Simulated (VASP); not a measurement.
Here is a VASP 6.6.1 calculation.

INCAR

```
  PREC = Accurate
  ENCUT = 520
  EDIFF = 1E-6
  ISMEAR = -1
  SIGMA = 0.05
  LREAL = F
  LASPH = T
  NELM = 150
  ALGO = Normal
  ISIF = 2
  LWAVE = F
  LCHARG = F
  ISPIN = 2
  MAGMOM = 7
  LORBIT = 11
  LMAXMIX = 6
  GGA = PE
  NBANDS = 18
```

The input KPOINTS:

```
regular mesh
0
Gamma
  10 10 10
```

Contents of POSCAR:

```
Eu
1.0
   -2.0051271453      2.0051271453      2.0051271453
    2.0051271453     -2.0051271453      2.0051271453
    2.0051271453      2.0051271453     -2.0051271453
Eu
1
Direct
    0.0000000000      0.0000000000      0.0000000000
```

Potentials or basis: VASP PAW PBE potentials, release 64 (Eu).

Launch:

```sh
$ cat potpaw_PBE.64/Eu/POTCAR > POTCAR
$ mpirun -np 1 vasp_std > vasp.out
```

(1) What does it give for the pressure?

(2) What does it give for the net moment?

(3) Estimate the site moments.

Answers

(1) 5.7 GPa.

(2) 7.18 μB per cell.

(3) Eu +6.63 μB.

Caveat: the cell stands under pressure.
